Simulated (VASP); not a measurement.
Wanted: the native input for a VASP 6.6.1 run.

- Task: single point
- Functional: PBE
- Dispersion: D3(BJ)
- Potentials or basis: VASP PAW PBE potentials, release 64 (N, B)
- Cutoff: 520 eV
- k mesh: 6 × 8 × 1
- Occupations: gaussian, width 0.05 eV
- Spin: no spin polarisation
- Dipole correction: yes
- Further INCAR settings: ALGO = Normal; EDIFF = 1e-06; NBANDS = 42

The structure of B3N4 lies in POSCAR:

```
B3N4
1.0
    5.0107822389      0.0000000000      0.0000000000
   -1.2526955597      3.3759068817      0.0000000000
    0.0000000000      0.0000000000     23.4409409452
N B
8 6
Direct
    0.0225224603      0.0900898411      0.1706416141
    0.5225224603      0.0900898411      0.1706416141
    0.3069455752      0.2277823008      0.2610541488
    0.8069455752      0.2277823008      0.2610541488
    0.0866484587      0.3466275527      0.3533460338
    0.5866484587      0.3466275527      0.3533460338
    0.4687108248      0.6248772852      0.5051393190
    0.4687108248      0.6248772852      0.5520657629
    0.2842051402      0.1368205610      0.2007528062
    0.7842051402      0.1368205610      0.2007528062
    0.0673540684      0.2694189847      0.2895469474
    0.5673540684      0.2694189847      0.2895469474
    0.3437108248      0.3748772852      0.3814241487
    0.8437108248      0.3748772852      0.3814241487
```

These files were run (other wordings do the same):

INCAR

```
SYSTEM = B3N4
PREC     = Accurate       ! precision mode
ENCUT    = 520            ! plane-wave cutoff, eV
EDIFF    = 1E-6           ! SCF threshold, eV
ISMEAR   = 0              ! smearing method
SIGMA    = 0.05           ! smearing width, eV
LREAL    = .False.        ! projectors in reciprocal space
LASPH    = .True.         ! aspherical terms in the spheres
NELM     = 100            ! most SCF steps
ALGO     = Normal         ! electronic algorithm
ISIF     = 2              ! what is computed and relaxed
LWAVE    = .False.        ! write WAVECAR
LCHARG   = .False.        ! write CHGCAR
LDIPOL   = .True.       
IDIPOL   = 3            
DIPOL    = 0.5 0.5 0.312
GGA      = PE             ! functional
IVDW     = 12             ! dispersion correction
NBANDS   = 42             ! bands
```

KPOINTS

```
Automatic mesh
0
Gamma
  6 8 1
  0 0 0
```

Potentials or basis: VASP PAW PBE potentials, release 64 (N, B).

Run with:

```console
$ cat potpaw_PBE.64/N/POTCAR potpaw_PBE.64/B/POTCAR > POTCAR
$ mpirun -np 1 vasp_std > vasp.out
```

It gave:

The largest force is 4.061 eV/Å, the band gap on the k mesh is zero (bands 29 and 30 overlap by 0.40 eV) and the dispersion energy per atom is -0.103 eV.

Caveat: the standard files for N, O and F lose accuracy on very short bonds.

Wall time 9.4 min on 1 thread of Intel(R) Xeon(R) 6975P-C (Granite Rapids) (shared host), peak memory 0.68 GiB.
